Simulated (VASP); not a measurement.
# HC16 (a cell with a defect) in VASP: notebook, part 3 of 3

VASP 6.6.1. The steps go on from the part before.

### 5 Single point, PBE+D3(BJ)

INCAR reads:

```
PREC = Accurate
ENCUT = 520
EDIFF = 1E-6
ISMEAR = 0
SIGMA = 0.02
LREAL = Auto
LASPH = T
NELM = 80
ALGO = Normal
ISIF = 2
LWAVE = F
LCHARG = F
GGA = PE
IVDW = 12
NBANDS = 46
NELECT = 64.0
```

KPOINTS reads:

```
regular mesh
0
Gamma
  3 3 3
```

POSCAR reads:

```
HC16
1.0
    0.0000000000      3.5700000000      3.5700000000
    3.5700000000      0.0000000000      3.5700000000
    3.5700000000      3.5700000000      0.0000000000
C H
16 1
Direct
   -0.0121647059     -0.0118535014     -0.0064117647
    0.1368794118      0.1315317927      0.1369626050
    0.0001135854     -0.0039976190      0.5161147059
    0.1307289916      0.1208315126      0.6302950980
   -0.0060224090      0.4948176471      0.0042938375
    0.1245943978      0.6090243697      0.1291070028
   -0.0014598039      0.4934584034      0.5071208683
    0.1261649860      0.6179890756      0.6316683473
    0.5026275910     -0.0053743697      0.0043698880
    0.6220707283      0.1207443978      0.1304771709
    0.5041553221     -0.0070962185      0.5060749300
    0.6257428571      0.1216218487      0.6304042017
    0.4989574230      0.4947123249      0.0034938375
    0.6205526611      0.6190352941      0.1322140056
    0.4996858543      0.4947550420      0.5060401961
    0.6250179272      0.6190764706      0.6303599440
    1.0621887955      0.9075487395      0.2177635854
```

Potentials or basis: VASP PAW PBE potentials, release 64 (C, H).

Launch:

```bash
> cat potpaw_PBE.64/C/POTCAR potpaw_PBE.64/H/POTCAR > POTCAR
> mpirun -np 1 vasp_std > vasp.out
```

OUTCAR:

```text
PREC = Accurate
   ENCUT = 520
   EDIFF = 1E-6
   ISMEAR = 0
   LREAL = Auto
   LASPH = T
   NELM = 80
   ISIF = 2
   GGA = PE
   IVDW = 12
   NELECT = 64.0
 IVDW          = 12

 ion  position               nearest neighbor table
   1  0.988  0.988  0.994-  17 1.18   4 1.50  10 1.51   6 1.57   2 1.80
   2  0.137  0.132  0.137-  17 1.18   5 1.50   9 1.51   3 1.57   1 1.80
   3  0.000  0.996  0.516-   4 1.52  12 1.54   8 1.56   2 1.57
   4  0.131  0.121  0.630-   1 1.50   3 1.52   7 1.54  11 1.54
   5  0.994  0.495  0.004-   2 1.50   6 1.52   8 1.54  14 1.54
   6  0.125  0.609  0.129-   5 1.52  13 1.54   7 1.56   1 1.57
   7  0.999  0.493  0.507-   4 1.54  16 1.54   8 1.55   6 1.56
   8  0.126  0.618  0.632-   5 1.54  15 1.54   7 1.55   3 1.56
   9  0.503  0.995  0.004-   2 1.51  10 1.53  12 1.54  14 1.55
  10  0.622  0.121  0.130-   1 1.51   9 1.53  13 1.54  11 1.55
  11  0.504  0.993  0.506-   4 1.54  16 1.54  12 1.54  10 1.55
  12  0.626  0.122  0.630-  15 1.54   9 1.54   3 1.54  11 1.54
  13  0.499  0.495  0.003-  16 1.54  10 1.54   6 1.54  14 1.54
  14  0.621  0.619  0.132-   5 1.54  15 1.54  13 1.54   9 1.55
  15  0.500  0.495  0.506-  12 1.54   8 1.54  14 1.54  16 1.54
[... 214 lines left out ...]
  band No.  band energies     occupation
      1     -11.9896      2.00000
      2      -6.9383      2.00000
      3      -6.0153      2.00000
      4      -5.9370      2.00000
      5      -5.8845      2.00000
      6      -4.7862      2.00000
[... 647 lines left out ...]
     43      19.1610      0.00000
     44      19.4378      0.00000
 [bands above 44 left out]

------------------------ aborting loop because EDIFF is reached ----------------------------------------

 Edisp (eV)   -3.23253

 E8    (eV) :    -0.9204

  FORCE on cell =-STRESS in cart. coord.  units (eV):
  Direction    XX          YY          ZZ          XY          YZ          ZX
  --------------------------------------------------------------------------------------
  -------------------------------------------------------------------------------------
  Total      -8.84046    -9.09552    -9.09459     2.59855     2.07072     2.59797
  in kB    -155.65059  -160.14138  -160.12499    45.75174    36.45829    45.74143
  external pressure =     -158.64 kB  Pullay stress =        0.00 kB

 VOLUME and BASIS-vectors are now :
 -----------------------------------------------------------------------------
  energy-cutoff  :      520.00
  volume of cell :       91.00
      direct lattice vectors                 reciprocal lattice vectors
     0.000000000  3.570000000  3.570000000    -0.140056022  0.140056022  0.140056022
     3.570000000  0.000000000  3.570000000     0.140056022 -0.140056022  0.140056022
     3.570000000  3.570000000  0.000000000     0.140056022  0.140056022 -0.140056022

 POSITION                                       TOTAL-FORCE (eV/Angst)
 -----------------------------------------------------------------------------------
      7.07479      7.07368      7.05425        -0.001797     -0.000644      0.010866
      0.95852      0.97762      0.95823         0.000709     -0.009325     -0.000924
      5.39826      1.84293      3.55613         0.000793     -0.001105     -0.010845
      2.68152      2.71686      0.89807         0.008392      0.002411      0.008664
      1.78183      3.56383      5.31500        -0.007136     -0.008179     -0.002106
      2.63513      0.90571      2.61902        -0.001105      0.010427     -0.000020
[... 9 lines left out ...]
      4.46049      4.48170      4.44142        -0.001638     -0.002536      0.001332
      4.01736      0.99943      3.46196        -0.000512      0.015305     -0.015220
 -----------------------------------------------------------------------------------
    total drift:                               -0.000640     -0.029907      0.023526

  FREE ENERGIE OF THE ION-ELECTRON SYSTEM (eV)
  ---------------------------------------------------
  free  energy   TOTEN  =      -158.4599725786 eV

  energy  without entropy=     -158.4599725786  energy(sigma->0) =     -158.45997258
```

It took 1.8 min on 1 thread of Intel Xeon Platinum 8488C (Sapphire Rapids), shared host; peak memory 0.25 GiB.

What came out:

| Item | Value |
| --- | --- |
| Free energy | -158.4600 eV |
| Largest force | 0.022 eV/Å |
| Dispersion energy per atom | -0.190 eV |

Forces on the atoms (eV/Å):
```
C   -0.002 -0.001  0.011
C    0.001 -0.009 -0.001
C    0.001 -0.001 -0.011
C    0.008  0.002  0.009
C   -0.007 -0.008 -0.002
C   -0.001  0.010  0.000
C   -0.001  0.003  0.000
C    0.001 -0.001 -0.003
C   -0.008 -0.001  0.003
C    0.009 -0.002  0.001
C    0.000 -0.003 -0.003
C   -0.003 -0.005 -0.001
C    0.003  0.001  0.006
C    0.000  0.002  0.002
C    0.002 -0.001  0.003
C   -0.002 -0.003  0.001
H   -0.001  0.015 -0.015
```

Levels at points of the mesh, in eV from the Fermi level:
| k point | band 30 | band 31 | band 32 | band 33 | band 34 | band 35 |
| --- | --- | --- | --- | --- | --- | --- |
| (0.00, 0.00, 0.00) | -0.40 | -0.27 | -0.12 | 2.46 | 3.23 | 4.17 |

Caveat: the k points lie up to 0.51 Å⁻¹ apart; the cell carries a net charge on a neutralising background, which shifts energy and pressure; the cell is charged against a uniform background, so pressure and absolute levels hang on convention.
